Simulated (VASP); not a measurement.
# AlN in VASP: a series of runs, part 2 of 2

VASP 6.6.1. Earlier steps stand in the parts before.

### 3 Single point, PBE

This run uses another cell than the first one, of 10.43 Å³/atom, 1.096 times its volume.

Contents of INCAR:

```
  PREC = Accurate
  ENCUT = 520
  EDIFF = 1E-7
  ISMEAR = 0
  SIGMA = 0.01
  LREAL = F
  LASPH = T
  NELM = 100
  ALGO = Normal
  ISIF = 2
  LWAVE = F
  LCHARG = F
  GGA = PE
  NBANDS = 11
```

Contents of KPOINTS:

```
regular mesh
0
Gamma
  6 6 6
```

Contents of POSCAR:

```
AlN
1.0
    0.0000000000      2.1848764128      2.1848764128
    2.1848764128      0.0000000000      2.1848764128
    2.1848764128      2.1848764128      0.0000000000
Al N
1 1
Direct
    0.0000000000      0.0000000000      0.0000000000
    0.2500000000      0.2500000000      0.2500000000
```

Potentials or basis: VASP PAW PBE potentials, release 64 (Al, N).

The run is started by

```
> cat potpaw_PBE.64/Al/POTCAR potpaw_PBE.64/N/POTCAR > POTCAR
> mpirun -np 1 vasp_std > vasp.out
```

It took 5.6 s on 1 thread of Intel Xeon 6975P-C, shared host; peak memory 0.13 GiB.

Results (log left out):

```yaml
Free_energy: -14.8394 eV
Pressure: 4.3 GPa
Band_gap_on_the_k_mesh: 3.32 eV, indirect (least direct gap 4.18 eV)
```

Levels at points of the mesh, in eV from the valence-band top:
```tsv
k point	band 2	band 3	band 4	band 5	band 6	band 7
(0.00, 0.00, 0.00)	0.00	0.00	0.00	4.18	12.55	12.55
(0.50, 0.00, 0.00)	-5.85	-0.48	-0.48	7.37	9.86	11.14
(0.50, 0.50, 0.00)	-4.90	-1.77	-1.77	3.32	8.61	13.94
```

A k mesh can miss the band edges.

### 4 Single point, PBE (uniaxial x strain +2.5%)

Contents of INCAR:

```
SYSTEM = AlN
PREC = Accurate
ENCUT = 520
EDIFF = 1E-6
ISMEAR = 0
SIGMA = 0.01
LREAL = .False.
LASPH = .True.
NELM = 80
ALGO = Normal
ISIF = 2
LWAVE = .False.
LCHARG = .False.
GGA = PE
NBANDS = 11
```

Contents of KPOINTS:

```
Automatic mesh
0
Gamma
  6 6 6
  0 0 0
```

Contents of POSCAR:

```
AlN
1.0
    0.0000000000      2.1848764128      2.1848764128
    2.2394983231      0.0000000000      2.1848764128
    2.2394983231      2.1848764128      0.0000000000
Al N
1 1
Direct
    0.0000000000      0.0000000000      0.0000000000
    0.2500000000      0.2500000000      0.2500000000
```

The run is started by

```
> cat potpaw_PBE.64/Al/POTCAR potpaw_PBE.64/N/POTCAR > POTCAR
> mpirun -np 1 vasp_std > vasp.out
```

It used 4 s of CPU time on 1 thread of Intel Xeon 6975P-C, on a shared host.

It converged, with:

```
Free energy            : -14.8417 eV
Pressure               : -0.7 GPa
Band gap on the k mesh : 3.23 eV, indirect (least direct gap 3.93 eV)
```

Stress tensor (GPa, compression positive):
```
-3.07  0.00  0.00
 0.00  0.50  0.00
 0.00  0.00  0.50
```

Levels at points of the mesh, in eV from the valence-band top:
| k point | band 1 | band 2 | band 3 | band 4 | band 5 | band 6 | band 7 | band 8 |
| --- | --- | --- | --- | --- | --- | --- | --- | --- |
| (0.00, 0.00, 0.00) | -14.87 | -0.11 | 0.00 | 0.00 | 3.93 | 12.26 | 12.26 | 12.29 |
| (0.50, 0.00, 0.00) | -12.90 | -5.78 | -0.62 | -0.41 | 7.08 | 9.65 | 10.76 | 11.17 |
| (0.50, 0.50, 0.00) | -12.25 | -4.78 | -1.85 | -1.84 | 3.23 | 8.29 | 13.71 | 14.95 |
| (0.00, 0.50, 0.50) | -12.35 | -5.02 | -1.65 | -1.65 | 3.34 | 8.67 | 13.29 | 15.50 |

Caveat: the cell differs from its parent crystal (uniaxial x strain +2.5%).

### 5 Single point, PBE (uniaxial z strain +1.5%)

INCAR is that of step 4.

Contents of KPOINTS:

```
regular mesh
0
Gamma
  6 6 6
  0 0 0
```

Contents of POSCAR:

```
AlN
1.0
    0.0000000000      2.1848764128      2.2176495589
    2.1848764128      0.0000000000      2.2176495589
    2.1848764128      2.1848764128      0.0000000000
Al N
1 1
Direct
    0.0000000000      0.0000000000      0.0000000000
    0.2500000000      0.2500000000      0.2500000000
```

The run is started by

```
> cat potpaw_PBE.64/Al/POTCAR potpaw_PBE.64/N/POTCAR > POTCAR
> mpirun -np 1 vasp_std > vasp.out
```

Wall time 5.5 s (1 thread of Intel Xeon 6975P-C, shared host); peak memory 0.13 GiB.

It converged, with:

```yaml
Free_energy: -14.8436 eV
Pressure: 1.3 GPa
Band_gap_on_the_k_mesh: 3.26 eV, indirect (least direct gap 4.03 eV)
```

Stress tensor (GPa, compression positive):
```
 1.95  0.00  0.00
 0.00  1.95  0.00
 0.00  0.00 -0.13
```

Levels at points of the mesh, in eV from the valence-band top:
```tsv
k point	band 2	band 3	band 4	band 5	band 6	band 7
(0.00, 0.00, 0.00)	-0.06	0.00	0.00	4.03	12.37	12.37
(0.50, 0.00, 0.00)	-5.81	-0.56	-0.44	7.20	9.73	10.90
(0.50, 0.50, 0.00)	-4.97	-1.70	-1.70	3.33	8.65	13.54
(0.50, 0.00, 0.50)	-4.83	-1.82	-1.82	3.26	8.42	13.80
```

Caveat: the cell differs from its parent crystal (uniaxial z strain +1.5%). A k mesh can miss the band edges.

### 6 Single point, PBE (strain along [111] +4.0%)

Contents of INCAR:

```
PREC = Accurate ; ENCUT = 520
EDIFF = 1E-7 ; ISMEAR = 0
SIGMA = 0.01 ; LREAL = False
LASPH = True ; NELM = 100
ALGO = Normal ; ISIF = 2
LWAVE = False ; LCHARG = False
GGA = PE ; NBANDS = 11
```

Contents of KPOINTS:

```
Automatic mesh
0
Gamma
  6 6 6
```

Contents of POSCAR:

```
AlN
1.0
    0.0582633710      2.2431397838      2.2431397838
    2.2431397838      0.0582633710      2.2431397838
    2.2431397838      2.2431397838      0.0582633710
Al N
1 1
Direct
    0.0012904072      0.0012904072      0.0012904072
    0.2487095928      0.2487095928      0.2487095928
```

Potentials or basis: VASP PAW PBE potentials, release 64 (Al, N).

The run is started by

```
> cat potpaw_PBE.64/Al/POTCAR potpaw_PBE.64/N/POTCAR > POTCAR
> mpirun -np 1 vasp_std > vasp.out
```

OUTCAR:

```text
PREC = Accurate
   ENCUT = 520
   EDIFF = 1E-7
   ISMEAR = 0
   LREAL = False
   LASPH = True
   NELM = 100
   ISIF = 2
   GGA = PE

 ion  position               nearest neighbor table
   1  0.001  0.001  0.001-   2 1.91   2 1.91   2 1.91   2 1.95
   2  0.249  0.249  0.249-   1 1.91   1 1.91   1 1.91   1 1.95

  LATTYP: Found a trigonal (rhomboedric) cell.
 ALAT       =     3.1728137039
 COS(alpha) =     0.5257966616

  Lattice vectors:

 A1 = (   0.0582633710,   2.2431397838,   2.2431397838)
[... 513 lines left out ...]
      6      15.6306      0.00000
      7      17.8743      0.00000
      8      18.4024      0.00000
      9      21.6421      0.00000
     10      25.3832      0.00000
     11      29.1319      0.00000

 [... further k-points ...]
[... 5 lines left out ...]
  --------------------------------------------------------------------------------------
  -------------------------------------------------------------------------------------
  Total       -0.4358873     -0.4358873     -0.4358873     -0.6476678     -0.6476678     -0.6476678
  in kB      -32.1914738    -32.1914738    -32.1914738    -47.8320396    -47.8320396    -47.8320396
  external PRESSURE =     -32.1914738 kB  Pullay stress =       0.0000000 kB

 VOLUME and BASIS-vectors are now :
 -----------------------------------------------------------------------------
  energy-cutoff  :      520.00
  volume of cell :       21.69
      direct lattice vectors                 reciprocal lattice vectors
     0.058263371  2.243139784  2.243139784    -0.231779818  0.225911974  0.225911974
     2.243139784  0.058263371  2.243139784     0.225911974 -0.231779818  0.225911974
     2.243139784  2.243139784  0.058263371     0.225911974  0.225911974 -0.231779818

 POSITION                                       TOTAL-FORCE (eV/Angst)
 -----------------------------------------------------------------------------------
      0.00586      0.00586      0.00586         0.016388      0.016388      0.016388
      1.13027      1.13027      1.13027        -0.016388     -0.016388     -0.016388
 -----------------------------------------------------------------------------------
    total drift:                               -0.000028     -0.000028     -0.000028

  FREE ENERGIE OF THE ION-ELECTRON SYSTEM (eV)
  ---------------------------------------------------
  free  energy   TOTEN  =       -14.8168660636 eV

  energy  without entropy=      -14.8168660636  energy(sigma->0) =      -14.81686606
```

OSZICAR:

```text
N       E                     dE             d eps       ncg     rms          rms(c)
DAV:   1     0.111026402916E+02    0.11103E+02   -0.38494E+03   728   0.607E+02
DAV:   2    -0.162252943691E+02   -0.27328E+02   -0.26549E+02   842   0.138E+02
DAV:   3    -0.171258472668E+02   -0.90055E+00   -0.89933E+00   871   0.237E+01
DAV:   4    -0.171307069924E+02   -0.48597E-02   -0.48591E-02   791   0.186E+00
DAV:   5    -0.171307691425E+02   -0.62150E-04   -0.62150E-04   854   0.200E-01    0.844E+00
DAV:   6    -0.148258262072E+02    0.23049E+01   -0.12004E+01   823   0.171E+01    0.279E+00
DAV:   7    -0.148238177229E+02    0.20085E-02   -0.15515E-01   812   0.317E+00    0.201E+00
DAV:   8    -0.148183317052E+02    0.54860E-02   -0.30808E-02   785   0.164E+00    0.587E-01
DAV:   9    -0.148168039277E+02    0.15278E-02   -0.44512E-03   854   0.398E-01    0.231E-01
DAV:  10    -0.148168548904E+02   -0.50963E-04   -0.45244E-04   764   0.139E-01    0.169E-02
DAV:  11    -0.148168659048E+02   -0.11014E-04   -0.12193E-05   851   0.268E-02    0.108E-02
DAV:  12    -0.148168661116E+02   -0.20683E-06   -0.68810E-07   779   0.638E-03    0.435E-03
DAV:  13    -0.148168660636E+02    0.48035E-07   -0.20726E-07   516   0.277E-03
   1 F= -.14816866E+02 E0= -.14816866E+02  d E =-.927355E-36
```

stdout:

```text
POSCAR found type information on POSCAR AlN
 POSCAR found :  2 types and       2 ions
 scaLAPACK will be used
 LDA part: xc-table for (Slater+PW92), standard interpolation
 POSCAR, INCAR and KPOINTS ok, starting setup
 FFT: planning ... GRIDC
 FFT: planning ... GRID_SOFT
 FFT: planning ... GRID
 WAVECAR not read
 entering main loop
```

Run time: 6.8 s. Hardware: 1 thread of Intel Xeon 6975P-C, shared host; peak memory 0.13 GiB.

What came out:

* Free energy: -14.8169 eV
* Pressure: -3.2 GPa
* Largest force: 0.028 eV/Å
* Band gap on the k mesh: 3.17 eV, indirect (least direct gap 3.69 eV)

Forces on the atoms (eV/Å):
```
Al   0.016  0.016  0.016
N   -0.016 -0.016 -0.016
```

Stress tensor (GPa, compression positive):
```
-3.22 -4.78 -4.78
-4.78 -3.22 -4.78
-4.78 -4.78 -3.22
```

Caveat: the cell differs from its parent crystal (strain along [111] +4.0%). A k mesh can miss the band edges.

### 7 Summary

| cell | gap on the mesh (eV) | pressure (GPa) |
| --- | --- | --- |
| a = 2.997 Å, angles 60.0°, 2 atoms | 3.36 | 27.3 |
| a = 3.090 Å, angles 60.0°, 2 atoms | 3.32 | 4.3 |
| a = 3.090, b = 3.129, c = 3.129 Å, angles 59.2, 60.4, 60.4°, 2 atoms | 3.23 | -0.7 |
| a = 3.113, b = 3.113, c = 3.090 Å, angles 60.2, 60.2, 59.5°, 2 atoms | 3.26 | 1.3 |
| a = 3.173 Å, angles 58.3°, 2 atoms | 3.17 | -3.2 |

Alike in all rows: task single point; level PBE; potentials or basis VASP PAW PBE potentials, release 64 (Al, N); no spin polarisation; k mesh 6 × 6 × 6; cutoff (eV) 520; smearing gaussian 0.01 eV.

Caveats: some runs use coarse meshes.

Absolute energies hang on the potentials; compare differences alone.
